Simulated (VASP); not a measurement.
## Al: single point with PBE+D3(BJ)

Crystal: Al.

```
Al
1.0
     2.85380    0.00000    0.00000
    -1.42690    2.47146    0.00000
     0.00000    0.00000    8.84180
Al
4
Direct
  0.00000 0.00000 0.00000
  0.33333 0.66667 0.25000
  0.00000 0.00000 0.50000
  0.66667 0.33333 0.75000
```

```json
{
 "Program": "VASP 6.6.1",
 "Task": "single point",
 "Functional": "PBE",
 "Dispersion": "D3(BJ)",
 "Potentials or basis": "VASP PAW PBE potentials, release 64 (Al)",
 "Cutoff": "520 eV",
 "k mesh": "18 × 18 × 4",
 "Occupations": "gaussian, width 0.15 eV",
 "Spin": "no spin polarisation",
 "Dipole correction": "no",
 "Further INCAR settings": "ALGO = Normal; EDIFF = 1e-06; NBANDS = 14"
}
```

```yaml
Pressure: 1.7 GPa
Band_gap_on_the_k_mesh: zero (band 6 reaches 13.35 eV, above the bottom of band 7 at 6.85 eV)
Dispersion_energy_per_atom: -0.357 eV
```

Stress tensor (GPa, compression positive):
```
0.30 0.00 0.00
0.00 0.30 0.00
0.00 0.00 4.53
```

Levels at points of the mesh, in eV from the Fermi level:
```csv
k point,band 3,band 4,band 5,band 6,band 7,band 8,band 9,band 10
"(0.00, 0.00, 0.00)",-9.66,-4.51,-3.79,4.58,4.61,10.26,10.26,10.48
"(0.50, 0.00, 0.00)",-4.18,-4.08,-3.53,-3.41,0.88,1.33,1.90,2.15
"(0.00, 0.00, 0.50)",-7.35,-7.35,-0.13,-0.13,9.83,9.83,10.61,10.61
"(0.50, 0.00, 0.50)",-5.12,-5.12,-1.88,-1.88,-1.17,-1.17,5.06,5.06
```

Run time: 25 s on 1 thread of Intel(R) Xeon(R) 6975P-C (Granite Rapids) (shared host), peak memory 0.23 GiB.

Caveat: pairwise dispersion overbinds metals, which lowers pressure and volume.
